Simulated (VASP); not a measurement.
# Ba2Be (P6/mmm) in VASP: further runs, part 2 of 2

VASP 6.6.1.

## Step 3: Relaxation of cell and atoms, PBE

This run uses another cell than the first one, of 25.86 Å³/atom.

File INCAR:

```
ALGO = Fast
EDIFF = 1E-7
EDIFFG = -0.04
ENCUT = 600
GGA = PE
IBRION = 2
ISIF = 3
ISMEAR = 0
LASPH = T
LCHARG = F
LREAL = F
LWAVE = F
NELM = 100
NSW = 90
PREC = Accurate
SIGMA = 0.1
```

File KPOINTS:

```
k-points
0
Gamma
  6 6 4
```

File POSCAR:

```
Ba2Be
1.0
    4.3068588300      0.0000000000      0.0000000000
   -2.1534294100      3.7298491500      0.0000000000
    0.0000000000      0.0000000000      4.8301545000
Ba Be
2 1
Direct
    0.3333333300      0.6666666700      0.5000000000
    0.6666666700      0.3333333300      0.5000000000
    0.0000000000      0.0000000000      0.0000000000
```

Potentials or basis: VASP PAW PBE potentials, release 64 (Ba_sv, Be).

The run is started by

```console
cat potpaw_PBE.64/Ba_sv/POTCAR potpaw_PBE.64/Be/POTCAR > POTCAR
mpirun -np 1 vasp_std > vasp.out
```

OUTCAR:

```text
EDIFF = 1E-7
   EDIFFG = -0.04
   ENCUT = 600
   GGA = PE
   IBRION = 2
   ISIF = 3
   ISMEAR = 0
   LASPH = T
   LREAL = F
   NELM = 100
   NSW = 90
   PREC = Accurate

 ion  position               nearest neighbor table
   1  0.333  0.667  0.500-   2 2.49   2 2.49   2 2.49   3 3.47   3 3.47   3 3.47   3 3.47   3 3.47
                             3 3.47
   2  0.667  0.333  0.500-   1 2.49   1 2.49   1 2.49   3 3.47   3 3.47   3 3.47   3 3.47   3 3.47
                             3 3.47
   3  0.000  0.000  0.000-   1 3.47   2 3.47   1 3.47   2 3.47   1 3.47   1 3.47   2 3.47   2 3.47
                             2 3.47   2 3.47   1 3.47   1 3.47

  LATTYP: Found a hexagonal cell.
 ALAT       =     4.3068588300
 C/A-ratio  =     1.1215028611

  Lattice vectors:

 A1 = (   4.3068588300,   0.0000000000,   0.0000000000)
 A2 = (  -2.1534294100,   3.7298491500,   0.0000000000)
 A3 = (   0.0000000000,   0.0000000000,   4.8301545000)

Analysis of symmetry for initial positions (statically):
=====================================================================
 Subroutine PRICEL returns:
 Original cell was already a primitive cell.

 Routine SETGRP: Setting up the symmetry group for a
 hexagonal supercell.

 Subroutine GETGRP returns: Found 24 space group operations
 (whereof 24 operations were pure point group operations)
 out of a pool of 24 trial point group operations.

The static configuration has the point symmetry D_6h.

Analysis of symmetry for dynamics (positions and initial velocities):
[... 289 lines left out ...]
     12       2.9640      1.99658
     13       6.7002      0.00000
     14       8.3545      0.00000
[... 347 lines left out ...]
      2     -24.9700      2.00000
      3     -12.0002      2.00000
      4     -12.0002      2.00000
      5     -11.2782      2.00000
      6     -10.2644      2.00000
      7     -10.2644      2.00000
      8      -9.1451      2.00000
      9       0.5856      2.00000
     10       2.5332      2.00000
     11       2.6672      2.00000
     12       2.6672      2.00000
     13       5.2029      0.00000
     14       5.8800      0.00000
     15       5.8800      0.00000

[... ionic steps 4 to 9 ...]

--------------------------------------- Ionic step       10  -------------------------------------------

 number of electron      21.9999994 magnetization

------------------------ aborting loop because EDIFF is reached ----------------------------------------
[... 69 lines left out ...]
--------------------------------------- Ionic step       12  -------------------------------------------

 number of electron      21.9999995 magnetization

 Free energy of the ion-electron system (eV)
  ---------------------------------------------------
  ext. energy  EPLUGINS =         0.00000000
  ---------------------------------------------------
  free energy    TOTEN  =        -5.21229915 eV

  energy without entropy =       -5.18390438  energy(sigma->0) =       -5.19810176

 E-fermi :   2.3916     XC(G=0):  -8.4485

 val. band max:        2.3619889058   @ k =   0.5000   0.0000   0.0000
 cond. band min:       2.3979872385   @ k =   0.3333   0.3333   0.2500
 fundamental gap:      0.0359983327
 Fermi energy:         2.3916332307

 k-point     1 :       0.0000    0.0000    0.0000
  band No.  band energies     occupation
      1     -26.4887      2.00000
      2     -26.0644      2.00000
      3     -12.2788      2.00000
      4     -12.2788      2.00000
      5     -10.9529      2.00000
      6     -10.9121      2.00000
      7     -10.9121      2.00000
      8     -10.5857      2.00000
      9      -1.3484      2.00000
     10       2.1415      1.99960
     11       2.3189      1.69607
     12       2.3189      1.69606
     13       3.7048      0.00000
     14       4.9798      0.00000
[... 389 lines left out ...]
  FREE ENERGIE OF THE ION-ELECTRON SYSTEM (eV)
  ---------------------------------------------------
  free  energy   TOTEN  =        -5.2122991481 eV

  energy  without entropy=       -5.1839043770  energy(sigma->0) =       -5.19810176

 reached required accuracy - stopping structural energy minimisation
```

OSZICAR:

```text
N       E                     dE             d eps       ncg     rms          rms(c)
DAV:   1     0.187495730501E+03    0.18750E+03   -0.11430E+04   630   0.146E+03
DAV:   2     0.127282012308E+02   -0.17477E+03   -0.17095E+03   986   0.266E+02
DAV:   3     0.180221780745E+01   -0.10926E+02   -0.10717E+02   862   0.719E+01
[... 351 lines left out ...]
RMM:  18    -0.521230469086E+01   -0.16304E-05   -0.12622E-05   618   0.125E-02    0.159E-02
RMM:  19    -0.521229867062E+01    0.60202E-05   -0.30587E-05   816   0.193E-02    0.581E-03
RMM:  20    -0.521229897453E+01   -0.30391E-06   -0.74405E-06   662   0.849E-03    0.263E-03
RMM:  21    -0.521229906622E+01   -0.91688E-07   -0.20917E-06   532   0.403E-03    0.132E-03
RMM:  22    -0.521229914814E+01   -0.81920E-07   -0.44778E-07   491   0.234E-03
  12 F= -.52122991E+01 E0= -.51981018E+01  d E =-.200445E-02
```

Run time: 18 min. Hardware: 1 thread of Oxide Virtual Turin-like, shared host; peak memory 0.21 GiB.

Results:

```
Free energy                           : -5.2123 eV
Relaxed volume                        : 36.54 Å³/atom
Relaxed cell                          : a = 5.896 Å, b = 5.896 Å, c = 3.641 Å, α = 90.00°, β = 90.00°, γ = 120.00°
Space group after relaxing (to 0.1 Å) : P6/mmm (No. 191)
Energy gained by relaxing             : 2738.6 meV/atom
Ionic steps                           : 12
Pressure after relaxing               : 0.1 GPa
Band gap on the k mesh                : zero (bands 11 and 12 overlap by 0.68 eV)
```

Step by step:
```
step  energy change (eV)  largest force (eV/Å)  pressure (GPa)  volume (Å³)
   1              0.0000                0.0000           48.85        77.59
   2              0.2070                0.0000           -0.41       186.39
   3             -6.9933                0.0000           -2.77       192.36
   4             -7.0411                0.0000           -2.79       188.94
   5             -7.5761                0.0000           -2.88       160.34
   6             -7.9266                0.0000            4.03        91.67
   7             -8.1514                0.0000           -1.34       121.12
   8             -8.1843                0.0000           -0.50       113.34
   9             -8.1849                0.0000           -0.29       111.69
  10             -8.2138                0.0000            0.24       108.40
  11             -8.2139                0.0000            0.28       108.17
  12             -8.2159                0.0000            0.05       109.61
```

Final structure:
```
Ba Be
1.0
     5.89575    0.00000    0.00000
    -2.94787    5.10587    0.00000
     0.00000    0.00000    3.64118
Ba Be
2 1
Direct
  0.33333 0.66667 0.50000
  0.66667 0.33333 0.50000
  0.00000 0.00000 0.00000
```

Caveat: the volume moved by over 15 % at a fixed basis, so the end points are rough; spin-orbit coupling is left out, which moves the levels of the heavy elements.

## Step 4: Single point, PBE

This run uses another cell than the first one, of 34.28 Å³/atom.

File INCAR:

```
SYSTEM = Ba2Be
ALGO = Fast ; EDIFF = 1E-6
ENCUT = 520 ; GGA = PE
ISIF = 2 ; ISMEAR = 0
LASPH = .True. ; LCHARG = .True.
LELF = .True. ; LREAL = .False.
LVHAR = .True. ; LWAVE = .False.
NBANDS = 18 ; NELM = 100
PREC = Accurate ; SIGMA = 0.1
```

File KPOINTS:

```
k-points
0
Gamma
  12 12 14
  0 0 0
```

File POSCAR:

```
Ba2Be
1.0
    5.7729836195      0.0000000000      0.0000000000
   -2.8864918098      4.9995504701      0.0000000000
    0.0000000000      0.0000000000      3.5628975830
Ba Be
2 1
Direct
    0.3333333333      0.6666666667      0.5000000000
    0.6666666667      0.3333333333      0.5000000000
    0.0000000000      0.0000000000      0.0000000000
```

The run is started by

```console
cat potpaw_PBE.64/Ba_sv/POTCAR potpaw_PBE.64/Be/POTCAR > POTCAR
mpirun -np 1 vasp_std > vasp.out
```

It took 7.7 min on 1 thread of Oxide Virtual Turin-like, shared host; peak memory 0.4 GiB.

Results (log left out):

| Quantity | Value |
| --- | --- |
| Free energy | -5.2360 eV |
| Pressure | 0.7 GPa |
| Band gap on the k mesh | zero (bands 11 and 12 overlap by 0.93 eV) |

Stress tensor (GPa, compression positive):
```
0.74 0.00 0.00
0.00 0.74 0.00
0.00 0.00 0.63
```

Levels at points of the mesh, in eV from the Fermi level:
```
           k point  band 7  band 8  band 9  band 10  band 11  band 12  band 13  band 14  band 15  band 16
(0.00, 0.00, 0.00)  -13.15  -12.76   -3.84    -0.30    -0.09    -0.09     1.43     2.85     2.85     3.33
(0.50, 0.00, 0.00)  -12.92  -12.91   -3.01    -1.28    -0.11     0.16     0.87     1.30     2.38     3.48
(0.00, 0.00, 0.50)  -12.96  -12.96   -1.09    -0.98    -0.51    -0.51     0.66     0.66     2.49     2.49
(0.50, 0.00, 0.50)  -13.30  -12.75   -2.14    -1.38    -0.54     0.43     1.53     2.07     2.24     2.50
```

Caveat: spin-orbit coupling is left out, which moves the levels of the heavy elements.

## Step 5: Relaxation of cell and atoms, PBE

This run uses another cell than the first one, of 34.71 Å³/atom.

File INCAR:

```
SYSTEM = Ba2Be
PREC = Accurate
ENCUT = 600
EDIFF = 1E-6
ISMEAR = 0
SIGMA = 0.1
LREAL = .False.
LASPH = .True.
NELM = 60
ALGO = Fast
ISIF = 3
LWAVE = .False.
LCHARG = .False.
GGA = PE
IBRION = 2
NSW = 100
EDIFFG = -0.01
```

File KPOINTS:

```
regular mesh
0
Gamma
  12 12 14
  0 0 0
```

File POSCAR:

```
Ba2Be
1.0
    5.8123851652      0.0000000000      0.0000000000
   -2.9061925826      5.0336732096      0.0000000000
    0.0000000000      0.0000000000      3.5591627771
Ba Be
2 1
Direct
    0.3333333333      0.6666666667      0.5000000000
    0.6666666667      0.3333333333      0.5000000000
    0.0000000000      0.0000000000      0.0000000000
```

Potentials or basis: VASP PAW PBE potentials, release 64 (Ba_sv, Be).

The run is started by

```console
cat potpaw_PBE.64/Ba_sv/POTCAR potpaw_PBE.64/Be/POTCAR > POTCAR
mpirun -np 1 vasp_std > vasp.out
```

OUTCAR:

```text
SYSTEM = Ba2Be
   PREC = Accurate
   ENCUT = 600
   EDIFF = 1E-6
   ISMEAR = 0
   LREAL = .False.
   LASPH = .True.
   NELM = 60
   ISIF = 3
   GGA = PE
   IBRION = 2
   NSW = 100
   EDIFFG = -0.01

 ion  position               nearest neighbor table
   1  0.333  0.667  0.500-   2 3.36   2 3.36   2 3.36
   2  0.667  0.333  0.500-   1 3.36   1 3.36   1 3.36
   3  0.000  0.000  0.000-

  LATTYP: Found a hexagonal cell.
 ALAT       =     5.8123851652
 C/A-ratio  =     0.6123411777

  Lattice vectors:

 A1 = (   5.8123851652,   0.0000000000,   0.0000000000)
 A2 = (  -2.9061925826,   5.0336732096,   0.0000000000)
 A3 = (   0.0000000000,   0.0000000000,   3.5591627771)

[... 383 lines left out ...]
      1     -26.3400      2.00000
      2     -25.8736      2.00000
      3     -12.1648      2.00000
      4     -12.1648      2.00000
      5     -10.7680      2.00000
      6     -10.7096      2.00000
      7     -10.7096      2.00000
      8     -10.3701      2.00000
      9      -1.2795      2.00000
     10       2.2569      1.99981
     11       2.4329      1.78410
     12       2.4329      1.78410
     13       3.9072      0.00000
     14       5.2279      0.00000
[... 401 lines left out ...]
      2     -25.9700      2.00000
      3     -12.2588      2.00000
      4     -11.9389      2.00000
      5     -10.9313      2.00000
      6     -10.7675      2.00000
      7     -10.5469      2.00000
      8     -10.5315      2.00000
      9      -0.5744      2.00000
     10       1.3170      2.00000
     11       2.4751      1.47814
     12       3.0318      0.00000
     13       3.1912      0.00000
     14       4.4410      0.00000
     15       4.5376      0.00000

 [... further k-points ...]

------------------------ aborting loop because EDIFF is reached ----------------------------------------

  FORCE on cell =-STRESS in cart. coord.  units (eV):
  Direction    XX          YY          ZZ          XY          YZ          ZX
  --------------------------------------------------------------------------------------
  -------------------------------------------------------------------------------------
  Total        0.0096086      0.0096086      0.0048417      0.0000000     -0.0000000      0.0000000
  in kB        0.1442716      0.1442716      0.0726977      0.0000000     -0.0000000      0.0000000
  external PRESSURE =       0.1204136 kB  Pullay stress =       0.0000000 kB
[... 18 lines left out ...]
  FREE ENERGIE OF THE ION-ELECTRON SYSTEM (eV)
  ---------------------------------------------------
  free  energy   TOTEN  =        -5.2445455879 eV

  energy  without entropy=       -5.2145983183  energy(sigma->0) =       -5.22957195

 reached required accuracy - stopping structural energy minimisation
```

OSZICAR:

```text
N       E                     dE             d eps       ncg     rms          rms(c)
DAV:   1     0.166683065122E+03    0.16668E+03   -0.10575E+04  4560   0.139E+03
DAV:   2     0.711436260893E+01   -0.15957E+03   -0.15631E+03  7065   0.243E+02
[... 52 lines left out ...]
   5 F= -.52445127E+01 E0= -.52295555E+01  d E =-.171727E-03
       N       E                     dE             d eps       ncg     rms          rms(c)
DAV:   1    -0.524489646999E+01   -0.38433E-03   -0.17128E-02  5190   0.842E-01    0.760E-02
RMM:   2    -0.524460975067E+01    0.28672E-03   -0.35718E-04  4683   0.121E-01    0.366E-02
RMM:   3    -0.524454595294E+01    0.63798E-04   -0.19621E-04  5036   0.826E-02    0.914E-03
RMM:   4    -0.524454510675E+01    0.84619E-06   -0.28149E-05  5068   0.316E-02    0.399E-03
RMM:   5    -0.524454558787E+01   -0.48112E-06   -0.75261E-06  4139   0.125E-02
   6 F= -.52445456E+01 E0= -.52295720E+01  d E =-.204641E-03
```

Run time: 23 min. Hardware: 1 thread of Oxide Virtual Turin-like, shared host; peak memory 0.44 GiB.

What came out:

| Item | Value |
| --- | --- |
| Free energy | -5.2445 eV |
| Relaxed volume | 35.57 Å³/atom |
| Relaxed cell | a = 5.838 Å, b = 5.838 Å, c = 3.615 Å, α = 90.00°, β = 90.00°, γ = 120.00° |
| Space group after relaxing (to 0.1 Å) | P6/mmm (No. 191) |
| Energy gained by relaxing | 1.4 meV/atom |
| Ionic steps | 6 |
| Pressure after relaxing | 0.0 GPa |
| Band gap on the k mesh | zero (bands 11 and 12 overlap by 0.90 eV) |

The path:
| step | energy change (eV) | largest force (eV/Å) | pressure (GPa) | volume (Å³) |
| --- | --- | --- | --- | --- |
| 1 | 0.0000 | 0.0000 | 0.42 | 104.13 |
| 2 | -0.0030 | 0.0000 | 0.17 | 105.50 |
| 3 | -0.0039 | 0.0000 | -0.01 | 106.64 |
| 4 | -0.0039 | 0.0000 | -0.03 | 106.80 |
| 5 | -0.0041 | 0.0000 | 0.00 | 106.74 |
| 6 | -0.0041 | 0.0000 | 0.01 | 106.71 |

Final structure:
```
Ba Be
1.0
     5.83816    0.00000    0.00000
    -2.91908    5.05600    0.00000
     0.00000    0.00000    3.61500
Ba Be
2 1
Direct
  0.33333 0.66667 0.50000
  0.66667 0.33333 0.50000
  0.00000 0.00000 0.00000
```

Caveat: spin-orbit coupling is left out, which moves the levels of the heavy elements.

## Step 6: The runs side by side

```tsv
task	cell	k mesh	cutoff (eV)	gap on the mesh (eV)	pressure (GPa)	relaxed volume (Å³/atom)
relaxation of cell and atoms	relaxed from a = 5.799, b = 5.799, c = 3.594 Å, angles 90.0, 90.0, 120.0°, 3 atoms	3 × 3 × 6	600	none	0.0	35.77
relaxation of cell and atoms	relaxed from a = 4.307, b = 4.307, c = 4.830 Å, angles 90.0, 90.0, 120.0°, 3 atoms	6 × 6 × 4	600	none	0.1	36.54
single point	a = 5.773, b = 5.773, c = 3.563 Å, angles 90.0, 90.0, 120.0°, 3 atoms	12 × 12 × 14	520	none	0.7	-
relaxation of cell and atoms	relaxed from a = 5.812, b = 5.812, c = 3.559 Å, angles 90.0, 90.0, 120.0°, 3 atoms	12 × 12 × 14	600	none	0.0	35.57
```

Alike in all rows: level PBE; potentials or basis VASP PAW PBE potentials, release 64 (Ba_sv, Be); no spin polarisation; smearing gaussian 0.1 eV.

Caveats: some runs use coarse meshes; spin-orbit coupling is left out, which moves the levels of the heavy elements; the volume moved by over 15 % at a fixed basis, so the end points are rough (at least some runs).

Total energies depend on the potentials used, so only differences within one code and one set of settings carry meaning.

The gap in the log of VASP goes by the Fermi energy; the results here count the filled bands.